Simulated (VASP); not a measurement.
The system is LiH2.

```
Li H
1.0
     4.91530    0.00000    0.00000
     0.00000    4.91530    0.00000
     0.00000    0.00000    4.76888
Li H
4 8
Direct
  0.72530 0.72530 0.00000
  0.27470 0.72530 0.50000
  0.72530 0.27470 0.50000
  0.27470 0.27470 0.00000
  0.50000 0.50000 0.75000
  0.00000 0.50000 0.25000
  0.50000 0.00000 0.25000
  0.00000 0.00000 0.75000
  0.00000 0.00000 0.25000
  0.50000 0.00000 0.75000
  0.00000 0.50000 0.75000
  0.50000 0.50000 0.25000
```

* Program: VASP 6.6.1
* Task: relaxation of cell and atoms
* Functional: PBE
* Potentials or basis: VASP PAW PBE potentials, release 64 (Li_sv, H)
* Cutoff: 600 eV
* k mesh: 4 × 4 × 4
* Occupations: gaussian, width 0.1 eV
* Spin: no spin polarisation

At the start: pressure -7.3 GPa; volume 9.60 Å³/atom.

Problem. How do energy, volume and symmetry change on relaxing?

Solution. Over 10 steps the energy falls by 95.1 meV/atom and the volume is 6.71 Å³/atom (-30.1 %); space group P4_2/mcm (No. 132, to 0.1 Å) before, I4/mmm (No. 139, to 0.1 Å).

The path:
| step | energy change (eV) | largest force (eV/Å) | pressure (GPa) | volume (Å³) |
| --- | --- | --- | --- | --- |
| 1 | 0.0000 | 0.2367 | -7.32 | 115.22 |
| 2 | -0.3260 | 0.2640 | -6.68 | 108.05 |
| 3 | -0.9864 | 0.3351 | -2.68 | 88.35 |
| 4 | 0.4834 | 0.3457 | 27.24 | 56.42 |
| 5 | -1.0460 | 0.3861 | -0.44 | 82.73 |
| 6 | -1.0518 | 0.3950 | 0.61 | 80.55 |
| 7 | -1.1018 | 0.2632 | 0.60 | 80.21 |
| 8 | -1.1367 | 0.0303 | 0.75 | 79.65 |
| 9 | -1.1371 | 0.0039 | 0.78 | 79.59 |
| 10 | -1.1414 | 0.0019 | 0.28 | 80.53 |

Final structure:
```
Li H
1.0
     4.40114    0.00000    0.00000
     0.00000    4.40114    0.00000
     0.00000    0.00000    4.15759
Li H
4 8
Direct
  0.74991 0.74991 0.00000
  0.25009 0.74991 0.50000
  0.74991 0.25009 0.50000
  0.25009 0.25009 0.00000
  0.50000 0.50000 0.75000
  0.00000 0.50000 0.25000
  0.50000 0.00000 0.25000
  0.00000 0.00000 0.75000
  0.00000 0.00000 0.25000
  0.50000 0.00000 0.75000
  0.00000 0.50000 0.75000
  0.50000 0.50000 0.25000
```

Caveat: the cutoff is under 1.25 times the usual one of these potentials, so pressure, stress and relaxed cells hold a basis-set (Pulay) error; the volume moved by over 15 % at a fixed basis, so the end points are rough.
